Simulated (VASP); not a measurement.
# Zr3SeS2 (Cmmm) in VASP: notebook

Runs on Zr3SeS2. Level: PBE. Tasks: single point.

Everything below comes from runs of VASP 6.6.1. Logs are shortened: lines on timing, memory, paths and dates and some standing lists are left out, and cuts for length are marked.

## Step 1: The cell of the first run

Symmetry: Cmmm, No. 65, orthorhombic system. Conventional cell: a = 6.554 Å, b = 8.327 Å, c = 4.902 Å, α = 90.00°, β = 90.00°, γ = 90.00°. Zr (site symmetry 2/m) has 4 S at 2.96 Å and 6 Zr at 3.28 to 3.61 Å and 4 Se at 3.61 Å within 3.9 Å. Zr (site symmetry mmm) has 2 S at 2.32 Å within 3.1 Å. Within 2.5 Å of Se (site symmetry mmm) lie 2 S at 1.85 Å. Within 2.5 Å of S (site symmetry m2m) lie 1 Se at 1.85 Å and 1 Zr at 2.32 Å.

## Step 2: Single point, PBE

INCAR reads:

```
SYSTEM = Zr3SeS2
PREC = Accurate
ENCUT = 520
EDIFF = 1E-7
ISMEAR = 0
SIGMA = 0.1
LREAL = .False.
LASPH = .True.
NELM = 80
ALGO = Normal
ISIF = 2
LWAVE = .False.
LCHARG = .False.
GGA = PE
NBANDS = 36
```

KPOINTS reads:

```
Automatic mesh
0
Gamma
  4 4 4
  0 0 0
```

POSCAR reads:

```
Zr3SeS2
1.0
    3.2767946800     -4.1636226600      0.0000000000
    3.2767946800      4.1636226600      0.0000000000
    0.0000000000      0.0000000000      4.9017530900
Zr Se S
3 1 2
Direct
    0.0000000000      0.5000000000      0.0000000000
    0.5000000000      0.0000000000      0.0000000000
    0.5000000000      0.5000000000      0.5000000000
    0.0000000000      0.0000000000      0.5000000000
    0.2219202200      0.7780797800      0.5000000000
    0.7780797800      0.2219202200      0.5000000000
```

Potentials or basis: VASP PAW PBE potentials, release 64 (Zr_sv, Se, S).

Run with:

```bash
cat potpaw_PBE.64/Zr_sv/POTCAR potpaw_PBE.64/Se/POTCAR potpaw_PBE.64/S/POTCAR > POTCAR
mpirun -np 1 vasp_std > vasp.out
```

OUTCAR:

```text
SYSTEM = Zr3SeS2
   PREC = Accurate
   ENCUT = 520
   EDIFF = 1E-7
   ISMEAR = 0
   LREAL = .False.
   LASPH = .True.
   NELM = 80
   ISIF = 2
   GGA = PE

 ion  position               nearest neighbor table
   1  0.000  0.500  0.000-   5 2.96   6 2.96   5 2.96   6 2.96   2 3.28   2 3.28   3 3.61   3 3.61
                             3 3.61   3 3.61
   2  0.500  0.000  0.000-   5 2.96   6 2.96   5 2.96   6 2.96   1 3.28   1 3.28   3 3.61   3 3.61
                             3 3.61   3 3.61
   3  0.500  0.500  0.500-   5 2.32   6 2.32   4 3.28   4 3.28   1 3.61   1 3.61   2 3.61   2 3.61
                             2 3.61   1 3.61   1 3.61   2 3.61
   4  0.000  0.000  0.500-   5 1.85   6 1.85   3 3.28   3 3.28
   5  0.222  0.778  0.500-   4 1.85   3 2.32   1 2.96   2 2.96   1 2.96   2 2.96
   6  0.778  0.222  0.500-   4 1.85   3 2.32   1 2.96   2 2.96   1 2.96   2 2.96

  LATTYP: Found a base centered orthorhombic cell.
 ALAT       =     6.5535893600
 B/A-ratio  =     1.2706388610
 C/A-ratio  =     0.7479493787

  Lattice vectors:

 A1 = (   3.2767946800,  -4.1636226600,   0.0000000000)
 A2 = (   3.2767946800,   4.1636226600,   0.0000000000)
 A3 = (   0.0000000000,   0.0000000000,   4.9017530900)

Analysis of symmetry for initial positions (statically):
=====================================================================
 Subroutine PRICEL returns:
 Original cell was already a primitive cell.

 Routine SETGRP: Setting up the symmetry group for a
 base centered orthorhombic supercell.

 Subroutine GETGRP returns: Found  8 space group operations
 (whereof  8 operations were pure point group operations)
 out of a pool of  8 trial point group operations.

The static configuration has the point symmetry D_2h.

Analysis of symmetry for dynamics (positions and initial velocities):
=====================================================================
 Subroutine PRICEL returns:
 Original cell was already a primitive cell.

 Routine SETGRP: Setting up the symmetry group for a
 base centered orthorhombic supercell.

 Subroutine GETGRP returns: Found  8 space group operations
 (whereof  8 operations were pure point group operations)
 out of a pool of  8 trial point group operations.

The dynamic configuration has the point symmetry D_2h.

 Subroutine INISYM returns: Found  8 space group operations
 (whereof  8 operations are pure point group operations),
 and found     1 'primitive' translations

----------------------------------------------------------------------------------------

                                     Primitive cell
[... 100 lines left out ...]
   NFREE  =      0    steps in history (QN), initial steepest desc. (CG)
   ISIF   =      2    stress and relaxation
   ISYM   =      2    0-nonsym 1-usesym 2-fastsym
   POTIM  = 0.5000    time-step for ionic-motion
   TEBEG  =    0.0;   TEEND  =   0.0 temperature during run
   PSTRESS=    0.0 pullay stress
   NELECT =      54.0000    total number of electrons
   NUPDOWN=      -1.0000    fix difference up-down
   EMIN   =  10.00;   EMAX   =-10.00  energy-range for DOS
   EFERMI =   0.00;   METHOD = LEGACY
   ISMEAR =     0;   SIGMA  =   0.10  broadening in eV -4-tet -1-fermi 0-gaus
   EFERMI_NEDOS =   21; number of points for ismear=-14 and -15
   IALGO  =     38    algorithm
   IMIX   =      4    mixing-type and parameters
     AMIX     =   0.40;   BMIX     =  1.00
     AMIX_MAG =   1.60;   BMIX_MAG =  1.00
  volume/ion in A,a.u.               =      22.29       150.43
  Fermi-wavevector in a.u.,A,eV,Ry     =   1.209963  2.286498 19.919070  1.464010
  Thomas-Fermi vector in A             =   2.345524
   LORBIT       =      0    0 simple, 1 ext, 2 COOP (PROOUT), +10 PAW based schemes
   GGA     = PE    functional components
   LHFCALC =     F    Hartree Fock is set to
   AEXX    =    0.0000 exact exchange contribution
   IVDW    =     0    specifies the selected vdW correction
   LEPSILON=     F    determine dielectric tensor
   LRPA    =     F    only Hartree local field effects (RPA)
 non-spin polarized calculation
 Gauss-broadening in eV      SIGMA  =   0.10
  energy-cutoff  :      520.00
  volume of cell :      133.75
 maximum number of plane-waves:      3624
   NGX = 19   NGY = 19   NGZ = 19

 number of electron      53.9999999 magnetization

 Free energy of the ion-electron system (eV)
  ---------------------------------------------------
  ext. energy  EPLUGINS =         0.00000000
  ---------------------------------------------------
  free energy    TOTEN  =       -31.19686018 eV

  energy without entropy =      -31.16376668  energy(sigma->0) =      -31.18031343

 E-fermi :   7.7602     XC(G=0): -10.3496

 val. band max:        7.7576745216   @ k =   0.5000   0.2500   0.2500
 cond. band min:       7.7636410961   @ k =   0.5000   0.0000   0.2500
 fundamental gap:      0.0059665746
 Fermi energy:         7.7601952161

 k-point     1 :       0.0000    0.0000    0.0000
  band No.  band energies     occupation
      1     -42.0601      2.00000
      2     -42.0246      2.00000
      3     -41.3589      2.00000
      4     -20.1747      2.00000
      5     -20.1621      2.00000
      6     -20.1108      2.00000
[... 808 lines left out ...]
     35      10.5435      0.00000
     36      10.7501      0.00000

------------------------ aborting loop because EDIFF is reached ----------------------------------------

  FORCE on cell =-STRESS in cart. coord.  units (eV):
  Direction    XX          YY          ZZ          XY          YZ          ZX
  --------------------------------------------------------------------------------------
  -------------------------------------------------------------------------------------
  Total       -7.7860849     63.4004271    -13.6467468     -0.0000000      0.0000000      0.0000000
  in kB      -93.2669333    759.4527271   -163.4698623     -0.0000000      0.0000000      0.0000000
  external PRESSURE =     167.5719772 kB  Pullay stress =       0.0000000 kB

 VOLUME and BASIS-vectors are now :
 -----------------------------------------------------------------------------
  energy-cutoff  :      520.00
  volume of cell :      133.75
      direct lattice vectors                 reciprocal lattice vectors
     3.276794680 -4.163622660  0.000000000     0.152588138 -0.120087731  0.000000000
     3.276794680  4.163622660  0.000000000     0.152588138  0.120087731  0.000000000
     0.000000000  0.000000000  4.901753090     0.000000000  0.000000000  0.204008644

 POSITION                                       TOTAL-FORCE (eV/Angst)
 -----------------------------------------------------------------------------------
      1.63840      2.08181      0.00000         0.000000      0.000000      0.000000
      1.63840     -2.08181      0.00000         0.000000      0.000000      0.000000
      3.27679      0.00000      2.45088        -0.000000     -0.000000      0.000000
      0.00000      0.00000      2.45088         0.000000      0.000000      0.000000
      3.27679      2.31564      2.45088         0.000000    -13.685199     -0.000000
      3.27679     -2.31564      2.45088         0.000000     13.685199      0.000000
 -----------------------------------------------------------------------------------
    total drift:                                0.000000      0.000000      0.000000

  FREE ENERGIE OF THE ION-ELECTRON SYSTEM (eV)
  ---------------------------------------------------
  free  energy   TOTEN  =       -31.1968601769 eV

  energy  without entropy=      -31.1637666823  energy(sigma->0) =      -31.18031343
```

OSZICAR:

```text
N       E                     dE             d eps       ncg     rms          rms(c)
DAV:   1     0.486132042225E+03    0.48613E+03   -0.27392E+04  1512   0.142E+03
DAV:   2     0.886122295073E+01   -0.47727E+03   -0.46728E+03  1848   0.387E+02
DAV:   3    -0.309366720944E+02   -0.39798E+02   -0.39053E+02  2484   0.876E+01
DAV:   4    -0.338239627747E+02   -0.28873E+01   -0.28705E+01  2280   0.207E+01
DAV:   5    -0.339659546416E+02   -0.14199E+00   -0.14191E+00  2244   0.404E+00    0.340E+01
DAV:   6    -0.314732362310E+02    0.24927E+01   -0.12494E+01  1896   0.131E+01    0.176E+01
DAV:   7    -0.314197787460E+02    0.53457E-01   -0.43851E+00  2320   0.668E+00    0.862E+00
DAV:   8    -0.312359789766E+02    0.18380E+00   -0.26184E+00  1900   0.532E+00    0.365E+00
DAV:   9    -0.311971132202E+02    0.38866E-01   -0.24469E-01  1988   0.182E+00    0.118E+00
DAV:  10    -0.311972296569E+02   -0.11644E-03   -0.26171E-02  2168   0.704E-01    0.342E-01
DAV:  11    -0.311968235724E+02    0.40608E-03   -0.33030E-03  2196   0.235E-01    0.990E-02
DAV:  12    -0.311968651350E+02   -0.41563E-04   -0.31098E-04  2056   0.878E-02    0.290E-02
DAV:  13    -0.311968589846E+02    0.61504E-05   -0.39306E-05  2104   0.263E-02    0.842E-03
DAV:  14    -0.311968602581E+02   -0.12735E-05   -0.27662E-06  1984   0.918E-03    0.278E-03
DAV:  15    -0.311968601769E+02    0.81169E-07   -0.14176E-07  1452   0.181E-03
   1 F= -.31196860E+02 E0= -.31180313E+02  d E =-.330935E-01
```

stdout:

```text
POSCAR found type information on POSCAR ZrSeS
 POSCAR found :  3 types and       6 ions
 scaLAPACK will be used
 LDA part: xc-table for (Slater+PW92), standard interpolation
 POSCAR, INCAR and KPOINTS ok, starting setup
 FFT: planning ... GRIDC
 FFT: planning ... GRID_SOFT
 FFT: planning ... GRID
 WAVECAR not read
 entering main loop
```

Wall time 1.9 min (1 thread of Intel Xeon Platinum 8175M at 2.50GHz (Skylake/Cascade Lake), shared host); peak memory 0.27 GiB.

Results:

```yaml
Free_energy: -31.1969 eV
Pressure: 16.8 GPa
Largest_force: 13.685 eV/Å
Band_gap_on_the_k_mesh: zero (band 27 reaches 7.91 eV, above the bottom of band 28 at 6.93 eV)
```

Forces on the atoms (eV/Å):
```
Zr    0.000   0.000   0.000
Zr    0.000   0.000   0.000
Zr    0.000   0.000   0.000
Se    0.000   0.000   0.000
S     0.000 -13.685   0.000
S     0.000  13.685   0.000
```

Caveat: forces of over 1 eV/Å act on the atoms, so gaps and moduli don't describe the material at rest.

(Part 1 of 2 ends here.)
